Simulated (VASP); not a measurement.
Runs of VASP 6.6.1 on Eu. The structure is that of space group Im-3m (No. 229), or close to it. The cells are those of the table. 

| level | U | cell | smearing | gap on the mesh (eV) | pressure (GPa) | moment (μB) |
| --- | --- | --- | --- | --- | --- | --- |
| LDA | - | a = 3.935 Å, angles 109.5°, 1 atom | fermi-dirac 0.05 eV | none | (a) | 7.22 |
| r2SCAN+D3(BJ)+U | Eu f U = 7.0 eV | a = 3.989 Å, angles 109.5°, 1 atom | fermi-dirac 0.025 eV | none | -0.2 | 7.71 |
| LDA | - | a = 4.067 Å, angles 109.5°, 1 atom | fermi-dirac 0.05 eV | none | -4.1 | 7.27 |
| LDA | - | a = 3.907 Å, angles 109.5°, 1 atom | fermi-dirac 0.05 eV | none | -3.6 | 7.21 |
| PBEsol | - | a = 3.935 Å, angles 109.5°, 1 atom | fermi-dirac 0.05 eV | none | (b) | 7.33 |

Alike in all rows: task single point; potentials or basis VASP PAW PBE potentials, release 64 (Eu); spin collinear, ferromagnetic start; k mesh 8 × 8 × 8; cutoff (eV) 520.

Task: Fill in the values left out.

Result: (a) -3.7; (b) -2.6.

Caveats: the PAW data sets were made with another functional, which shifts forces and pressure a little; spin-orbit coupling is left out, which moves the levels of the heavy elements; three body term missing (some runs); pairwise dispersion overbinds metals, which lowers pressure and volume (some runs).

A k mesh can miss the band edges, and the runs leave out spin-orbit coupling on Eu.

A gap of «none» marks levels without a gap at the run's occupations.
